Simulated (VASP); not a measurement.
# TiO2 (P4_2/nmc) in VASP: notebook

TiO2 is run at these levels: PBE; tasks: single point, relaxation of cell and atoms.

All numbers are computed with VASP 6.6.1; they aren't measurements. Logs are shortened: lines on timing, memory, paths and dates and some standing lists are left out, and cuts for length are marked.

## 1. The cell of the first run

Symmetry: P4_2/nmc, No. 137, tetragonal system. The conventional cell has a = 3.389 Å, b = 3.389 Å, c = 5.339 Å, α = 90.00°, β = 90.00°, γ = 90.00°. Within 2.5 Å of Ti (site symmetry -4m2) lie 8 O at 1.89 to 2.50 Å. Within 2.7 Å of O (site symmetry 2mm) lie 4 Ti at 1.89 to 2.50 Å and 6 O at 2.59 to 2.67 Å.

## 2. Single point, PBE

File INCAR:

```
SYSTEM = TiO2
PREC = Accurate ; ENCUT = 520
EDIFF = 1E-6 ; ISMEAR = 0
SIGMA = 0.02 ; LREAL = .FALSE.
LASPH = .TRUE. ; NELM = 80
ALGO = Normal ; ISIF = 2
LWAVE = .FALSE. ; LCHARG = .FALSE.
GGA = PE ; NBANDS = 33
```

File KPOINTS:

```
regular mesh
0
G
  8 8 4
  0 0 0
```

File POSCAR:

```
TiO2
1.0
    3.3886996229      0.0000000000      0.0000000000
    0.0000000000      3.3886996229      0.0000000000
    0.0000000000      0.0000000000      5.3388325407
Ti O
2 4
Direct
    0.0000000000      0.0000000000      0.0000000000
    0.5000000000      0.5000000000      0.5000000000
    0.0000000000      0.5000000000      0.3430728564
    0.0000000000      0.5000000000      0.8430728564
    0.5000000000      0.0000000000      0.6569271436
    0.5000000000      0.0000000000      0.1569271436
```

Potentials or basis: VASP PAW PBE potentials, release 64 (Ti_sv, O).

Command:

```sh
cat potpaw_PBE.64/Ti_sv/POTCAR potpaw_PBE.64/O/POTCAR > POTCAR
mpirun -np 1 vasp_std > vasp.out
```

OUTCAR:

```text
SYSTEM = TiO2
   PREC = Accurate
   ENCUT = 520
   EDIFF = 1E-6
   ISMEAR = 0
   LREAL = .FALSE.
   LASPH = .TRUE.
   NELM = 80
   ISIF = 2
   GGA = PE

 ion  position               nearest neighbor table
   1  0.000  0.000  0.000-   4 1.89   6 1.89   4 1.89   6 1.89
   2  0.500  0.500  0.500-   3 1.89   5 1.89   5 1.89   3 1.89
   3  0.000  0.500  0.343-   2 1.89   2 1.89
   4  0.000  0.500  0.843-   1 1.89   1 1.89
   5  0.500  0.000  0.657-   2 1.89   2 1.89
   6  0.500  0.000  0.157-   1 1.89   1 1.89

  LATTYP: Found a simple tetragonal cell.
 ALAT       =     3.3886996229
 C/A-ratio  =     1.5754811977

  Lattice vectors:

 A1 = (   3.3886996229,   0.0000000000,   0.0000000000)
 A2 = (   0.0000000000,   3.3886996229,   0.0000000000)
 A3 = (   0.0000000000,   0.0000000000,   5.3388325407)

Analysis of symmetry for initial positions (statically):
=====================================================================
 Subroutine PRICEL returns:
 Original cell was already a primitive cell.

 Routine SETGRP: Setting up the symmetry group for a
 simple tetragonal supercell.

 Subroutine GETGRP returns: Found 16 space group operations
 (whereof  8 operations were pure point group operations)
 out of a pool of 16 trial point group operations.

The static configuration has the point symmetry D_2d.
 The point group associated with its full space group is D_4h.

Analysis of symmetry for dynamics (positions and initial velocities):
=====================================================================
 Subroutine PRICEL returns:
 Original cell was already a primitive cell.

 Routine SETGRP: Setting up the symmetry group for a
 simple tetragonal supercell.

 Subroutine GETGRP returns: Found 16 space group operations
 (whereof  8 operations were pure point group operations)
 out of a pool of 16 trial point group operations.

The dynamic configuration has the point symmetry D_2d.
 The point group associated with its full space group is D_4h.

 Subroutine INISYM returns: Found 16 space group operations
 (whereof  8 operations are pure point group operations),
 and found     1 'primitive' translations

----------------------------------------------------------------------------------------

                                     Primitive cell

  volume of cell :      61.3073

  direct lattice vectors                    reciprocal lattice vectors
     3.388699623  0.000000000  0.000000000     0.295098448  0.000000000  0.000000000
     0.000000000  3.388699623  0.000000000     0.000000000  0.295098448  0.000000000
     0.000000000  0.000000000  5.338832541     0.000000000  0.000000000  0.187306868

  length of vectors
     3.388699623  3.388699623  5.338832541     0.295098448  0.295098448  0.187306868

  position of ions in fractional coordinates (direct lattice)
     0.000000000  0.000000000  0.000000000
     0.500000000  0.500000000  0.500000000
     0.000000000  0.500000000  0.343072856
     0.000000000  0.500000000  0.843072856
     0.500000000  0.000000000  0.656927144
     0.500000000  0.000000000  0.156927144

  ion indices of the primitive-cell ions
   primitive index   ion index
                 1           1
                 2           2
                 3           3
                 4           4
                 5           5
                 6           6

----------------------------------------------------------------------------------------

 KPOINTS: regular mesh

Automatic generation of k-mesh.
 Grid dimensions read from file:
 generate k-points for:    8    8    4

 Generating k-lattice:

  Cartesian coordinates                     Fractional coordinates (reciprocal lattice)
     0.036887306  0.000000000  0.000000000     0.125000000  0.000000000  0.000000000
     0.000000000  0.036887306  0.000000000     0.000000000  0.125000000  0.000000000
     0.000000000  0.000000000  0.046826717     0.000000000  0.000000000  0.250000000

  Length of vectors
     0.036887306  0.036887306  0.046826717

  Shift w.r.t. Gamma in fractional coordinates (k-lattice)
     0.000000000  0.000000000  0.000000000

 Subroutine IBZKPT returns following result:
 ===========================================

 Found     45 irreducible k-points:

 Following reciprocal coordinates:
            Coordinates               Weight
  0.000000  0.000000  0.000000      1.000000
  0.125000  0.000000  0.000000      4.000000
  0.250000  0.000000  0.000000      4.000000
  0.375000  0.000000  0.000000      4.000000
  0.500000  0.000000  0.000000      2.000000
  0.125000  0.125000  0.000000      4.000000
[... 16 lines left out ...]
  0.375000  0.125000  0.250000     16.000000
  0.500000  0.125000  0.250000      8.000000
 [... further k-points ...]
   k-points           NKPTS =     45   k-points in BZ     NKDIM =     45   number of bands    NBANDS=     33
   number of dos      NEDOS =    301   number of ions     NIONS =      6
   total plane-waves  NPLWV =  31360
   dimension x,y,z NGX =    28 NGY =   28 NGZ =   40
   dimension x,y,z NGXF=    56 NGYF=   56 NGZF=   80
   ions per type =               2   4
   NGX,Y,Z   is equivalent  to a cutoff of  13.74, 13.74, 12.46 a.u.
   NGXF,Y,Z  is equivalent  to a cutoff of  27.47, 27.47, 24.91 a.u.
 SYSTEM =  TiO2
   PREC   = accura    normal or accurate (medium, high low for compatibility)
   ISTART =      0    job   : 0-new  1-cont  2-samecut
   ICHARG =      2    charge: 1-file 2-atom 10-const
   ISPIN  =      1    spin polarized calculation?
   LNONCOLLINEAR =      F non collinear calculations
   LSORBIT =      F    spin-orbit coupling
   LASPH  =      T    aspherical Exc in radial PAW
   ENCUT  =  520.0 eV  38.22 Ry    6.18 a.u.   6.30  6.30  9.93*2*pi/ulx,y,z
   NELM   =     80;   NELMIN=  2; NELMDL= -5     # of ELM steps
   EDIFF  = 0.1E-05   stopping-criterion for ELM
   LREAL  =      F    real-space projection
   EDIFFG = 0.1E-04   stopping-criterion for IOM
   NSW    =      0    number of steps for IOM
   IBRION =     -1    ionic relax: 0-MD 1-quasi-New 2-CG
   NFREE  =      0    steps in history (QN), initial steepest desc. (CG)
   ISIF   =      2    stress and relaxation
   ISYM   =      2    0-nonsym 1-usesym 2-fastsym
   POTIM  = 0.5000    time-step for ionic-motion
   TEBEG  =    0.0;   TEEND  =   0.0 temperature during run
   PSTRESS=    0.0 pullay stress
   NELECT =      48.0000    total number of electrons
   NUPDOWN=      -1.0000    fix difference up-down
   EMIN   =  10.00;   EMAX   =-10.00  energy-range for DOS
   EFERMI =   0.00;   METHOD = LEGACY
   ISMEAR =     0;   SIGMA  =   0.02  broadening in eV -4-tet -1-fermi 0-gaus
   EFERMI_NEDOS =   21; number of points for ismear=-14 and -15
   IALGO  =     38    algorithm
   IMIX   =      4    mixing-type and parameters
     AMIX     =   0.40;   BMIX     =  1.00
     AMIX_MAG =   1.60;   BMIX_MAG =  1.00
  volume/ion in A,a.u.               =      10.22        68.95
  Fermi-wavevector in a.u.,A,eV,Ry     =   1.508867  2.851346 30.976126  2.276681
  Thomas-Fermi vector in A             =   2.619265
   LORBIT       =      0    0 simple, 1 ext, 2 COOP (PROOUT), +10 PAW based schemes
   GGA     = PE    functional components
   LHFCALC =     F    Hartree Fock is set to
   AEXX    =    0.0000 exact exchange contribution
   IVDW    =     0    specifies the selected vdW correction
   LEPSILON=     F    determine dielectric tensor
   LRPA    =     F    only Hartree local field effects (RPA)
 non-spin polarized calculation
 Gauss-broadening in eV      SIGMA  =   0.02
  energy-cutoff  :      520.00
  volume of cell :       61.31
 maximum number of plane-waves:      1684
 NGX is ok and might be reduce to    28
   NGX = 13   NGY = 13   NGZ = 19

 number of electron      48.0000005 magnetization

 Free energy of the ion-electron system (eV)
  ---------------------------------------------------
  ext. energy  EPLUGINS =         0.00000000
  ---------------------------------------------------
  free energy    TOTEN  =       -53.02977978 eV

  energy without entropy =      -53.02977978  energy(sigma->0) =      -53.02977978

 E-fermi :   5.0996     XC(G=0): -11.5940

 val. band max:        4.8869455887   @ k =   0.0000   0.0000   0.5000
 cond. band min:       7.4356027468   @ k =   0.0000   0.0000   0.0000
 fundamental gap:      2.5486571581
 Fermi energy:         5.0996319017

 k-point     1 :       0.0000    0.0000    0.0000
  band No.  band energies     occupation
      1     -51.5860      2.00000
      2     -51.5729      2.00000
      3     -27.9697      2.00000
      4     -27.8306      2.00000
      5     -27.7492      2.00000
      6     -27.7492      2.00000
[... 25 lines left out ...]
     32      11.0712      0.00000
     33      11.0712      0.00000

 k-point     2 :       0.1250    0.0000    0.0000
  band No.  band energies     occupation
      1     -51.5842      2.00000
      2     -51.5721      2.00000
      3     -27.9622      2.00000
      4     -27.8346      2.00000
      5     -27.7729      2.00000
      6     -27.7467      2.00000
[... 25 lines left out ...]
     32      10.7579      0.00000
     33      11.0311      0.00000

 k-point     3 :       0.2500    0.0000    0.0000
  band No.  band energies     occupation
      1     -51.5797      2.00000
      2     -51.5703      2.00000
      3     -27.9419      2.00000
      4     -27.8528      2.00000
      5     -27.8227      2.00000
      6     -27.8095      2.00000
[... 25 lines left out ...]
     32      10.2907      0.00000
     33      10.9068      0.00000

 k-point     4 :       0.3750    0.0000    0.0000
  band No.  band energies     occupation
      1     -51.5744      2.00000
      2     -51.5693      2.00000
      3     -27.9175      2.00000
      4     -27.8967      2.00000
      5     -27.8727      2.00000
      6     -27.8519      2.00000
[... 673 lines left out ...]
     32      10.5598      0.00000
     33      10.7266      0.00000

 k-point    23 :       0.3750    0.1250    0.2500
  band No.  band energies     occupation
      1     -51.5722      2.00000
      2     -51.5689      2.00000
      3     -27.9319      2.00000
      4     -27.9001      2.00000
      5     -27.8693      2.00000
      6     -27.8328      2.00000
[... 25 lines left out ...]
     32      10.4252      0.00000
     33      10.7896      0.00000

 k-point    24 :       0.5000    0.1250    0.2500
  band No.  band energies     occupation
      1     -51.5692      2.00000
      2     -51.5692      2.00000
      3     -27.9340      2.00000
      4     -27.9340      2.00000
      5     -27.8557      2.00000
      6     -27.8557      2.00000
[... 25 lines left out ...]
     32      10.1772      0.00000
     33      11.0694      0.00000

 [... further k-points ...]
[... 5 lines left out ...]
  --------------------------------------------------------------------------------------
  -------------------------------------------------------------------------------------
  Total        0.3564501      0.3564501      0.1422284      0.0000000      0.0000000      0.0000000
  in kB        9.3152995      9.3152995      3.7169309      0.0000000      0.0000000      0.0000000
  external PRESSURE =       7.4491766 kB  Pullay stress =       0.0000000 kB

 VOLUME and BASIS-vectors are now :
 -----------------------------------------------------------------------------
  energy-cutoff  :      520.00
  volume of cell :       61.31
      direct lattice vectors                 reciprocal lattice vectors
     3.388699623  0.000000000  0.000000000     0.295098448  0.000000000  0.000000000
     0.000000000  3.388699623  0.000000000     0.000000000  0.295098448  0.000000000
     0.000000000  0.000000000  5.338832541     0.000000000  0.000000000  0.187306868

 POSITION                                       TOTAL-FORCE (eV/Angst)
 -----------------------------------------------------------------------------------
      0.00000      0.00000      0.00000        -0.000000      0.000000      0.000000
      1.69435      1.69435      2.66942        -0.000000     -0.000000      0.000000
      0.00000      1.69435      1.83161        -0.000000      0.000000     -0.063905
      0.00000      1.69435      4.50102         0.000000     -0.000000     -0.063905
      1.69435      0.00000      3.50722        -0.000000      0.000000      0.063905
      1.69435      0.00000      0.83781        -0.000000      0.000000      0.063905
 -----------------------------------------------------------------------------------
    total drift:                                0.000000      0.000000      0.000000

  FREE ENERGIE OF THE ION-ELECTRON SYSTEM (eV)
  ---------------------------------------------------
  free  energy   TOTEN  =       -53.0297797764 eV

  energy  without entropy=      -53.0297797764  energy(sigma->0) =      -53.02977978
```

Run time: 2.1 min. Hardware: 1 thread of Intel Xeon 8259CL, shared host; peak memory 0.22 GiB.

Results:

```
Free energy            : -53.0298 eV
Pressure               : 0.7 GPa
Largest force          : 0.064 eV/Å
Band gap on the k mesh : 2.55 eV (least direct gap 2.57 eV)
```

Forces on the atoms (eV/Å):
```
Ti   0.000  0.000  0.000
Ti   0.000  0.000  0.000
O    0.000  0.000 -0.064
O    0.000  0.000 -0.064
O    0.000  0.000  0.064
O    0.000  0.000  0.064
```

A k mesh can miss the band edges.

## 3. Relaxation of cell and atoms, PBE

This run uses another cell than the first one, of 10.19 Å³/atom.

File INCAR:

```
SYSTEM = TiO2
ALGO     = Normal         ! electronic algorithm
EDIFF    = 1E-7           ! SCF threshold, eV
EDIFFG   = -0.01          ! ionic threshold
ENCUT    = 600            ! plane-wave cutoff, eV
GGA      = PE             ! functional
IBRION   = 2              ! ionic algorithm
ISIF     = 3              ! what is computed and relaxed
ISMEAR   = 0              ! smearing method
LASPH    = .TRUE.         ! aspherical terms in the spheres
LCHARG   = .FALSE.        ! write CHGCAR
LREAL    = .FALSE.        ! projectors in reciprocal space
LWAVE    = .FALSE.        ! write WAVECAR
NELM     = 60             ! most SCF steps
NSW      = 80             ! ionic steps
PREC     = Accurate       ! precision mode
SIGMA    = 0.02           ! smearing width, eV
```

File KPOINTS:

```
k-points
0
G
  8 8 4
  0 0 0
```

File POSCAR:

```
TiO2
1.0
    3.3897337358      0.0000000000      0.0000000000
    0.0000000000      3.3897337358      0.0000000000
    0.0000000000      0.0000000000      5.3215171085
Ti O
2 4
Direct
    0.0000000000      0.0000000000      0.0000000000
    0.5000000000      0.5000000000      0.5000000000
    0.0000000000      0.5000000000      0.3418212680
    0.0000000000      0.5000000000      0.8418212680
    0.5000000000      0.0000000000      0.6581787320
    0.5000000000      0.0000000000      0.1581787320
```

Potentials or basis: VASP PAW PBE potentials, release 64 (Ti_sv, O).

Command:

```sh
cat potpaw_PBE.64/Ti_sv/POTCAR potpaw_PBE.64/O/POTCAR > POTCAR
mpirun -np 1 vasp_std > vasp.out
```

It took 8.7 min on 1 thread of Intel Xeon 8259CL, shared host; peak memory 0.24 GiB.

It converged, with:

```yaml
Free_energy: -53.0400 eV
Energy_gained_by_relaxing: 0.1 meV/atom
Ionic_steps: 5
Pressure_after_relaxing: 0.0 GPa
Largest_force_after_relaxing: 0.008 eV/Å
Band_gap_on_the_k_mesh: 2.51 eV (least direct gap 2.53 eV)
```

Forces on the atoms (eV/Å):
```
Ti   0.000  0.000  0.000
Ti   0.000  0.000  0.000
O    0.000  0.000 -0.008
O    0.000  0.000 -0.008
O    0.000  0.000  0.008
O    0.000  0.000  0.008
```

The path:
| step | energy change (eV) | largest force (eV/Å) | pressure (GPa) | volume (Å³) |
| --- | --- | --- | --- | --- |
| 1 | 0.0000 | 0.0310 | 0.40 | 61.15 |
| 2 | 0.0001 | 0.0070 | -0.62 | 61.37 |
| 3 | -0.0002 | 0.0131 | -0.08 | 61.25 |
| 4 | -0.0003 | 0.0116 | -0.08 | 61.23 |
| 5 | -0.0004 | 0.0077 | -0.03 | 61.15 |

Final structure:
```
CELL_PARAMETERS angstrom
3.39265 0.00000 0.00000
0.00000 3.39265 0.00000
0.00000 0.00000 5.31285
ATOMIC_POSITIONS crystal
Ti 0.00000 0.00000 0.00000
Ti 0.50000 0.50000 0.50000
O 0.00000 0.50000 0.34119
O 0.00000 0.50000 0.84119
O 0.50000 0.00000 0.65881
O 0.50000 0.00000 0.15881
```

Levels at points of the mesh, in eV from the valence-band top:
| k point | band 22 | band 23 | band 24 | band 25 | band 26 | band 27 |
| --- | --- | --- | --- | --- | --- | --- |
| (0.00, 0.00, 0.00) | -0.48 | -0.02 | -0.02 | 2.51 | 2.89 | 3.34 |
| (0.50, 0.00, 0.00) | -1.26 | -0.38 | -0.38 | 2.86 | 2.86 | 3.75 |
| (0.50, 0.50, 0.00) | -1.02 | -0.57 | -0.57 | 2.71 | 2.71 | 3.29 |
| (0.00, 0.00, 0.50) | -1.57 | 0.00 | 0.00 | 2.69 | 2.69 | 3.84 |
| (0.50, 0.00, 0.50) | -1.79 | -0.60 | -0.60 | 2.75 | 2.75 | 3.47 |
| (0.50, 0.50, 0.50) | -1.96 | -0.38 | -0.38 | 3.06 | 3.06 | 3.60 |

A k mesh can miss the band edges.
